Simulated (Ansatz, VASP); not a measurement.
**One calculation of Be, two programs**

```xyz
8
Lattice="1.1328 -1.9619 -0.0001 -3.3764 -1.9496 0.0000 -0.0003 0.0004 -7.1605" Properties=species:S:1:pos:R:3 pbc="T T T"
Be   -1.1221   -1.9553   -7.1606
Be   -0.0002    0.0005   -7.1605
Be   -1.1220   -1.9556   -3.5803
Be   -0.0002    0.0001   -3.5802
Be   -2.2557   -2.6103   -1.7901
Be   -0.0010   -2.6164   -1.7902
Be   -2.2429   -1.2947   -5.3704
Be    0.0117   -1.3008   -5.3705
```

Change from the starting cell: dhcp type (P6_3/mmc, No. 194); cell x2, atoms moved at random (sigma 0.15 Å) and cell strained at random (1.5 %), then relaxed without symmetry.

Alike in both runs: functional PBE; k mesh 10 × 6 × 4; occupations gaussian, width 0.1 eV; no spin polarisation.

Ansatz relaxed the structure, and its values are those at the end. VASP's run is a single point on that final structure, the one shown.

|  | VASP | Ansatz |
| --- | --- | --- |
| version | VASP 6.6.1 | Ansatz 0.2.0 |
| potentials or method | VASP PAW PBE potentials, release 64 (Be), cutoff 520 eV | scalar-relativistic, plane waves, PAW |
| valence electrons in the cell | 16 | 16 |

```csv
,VASP,Ansatz,Ansatz less VASP
gap on the k mesh at the Fermi level (eV),none,none,-
pressure (GPa),0.2,0.0,-0.15
```

A gap of «none» marks a metal or a gap that the smearing closes.
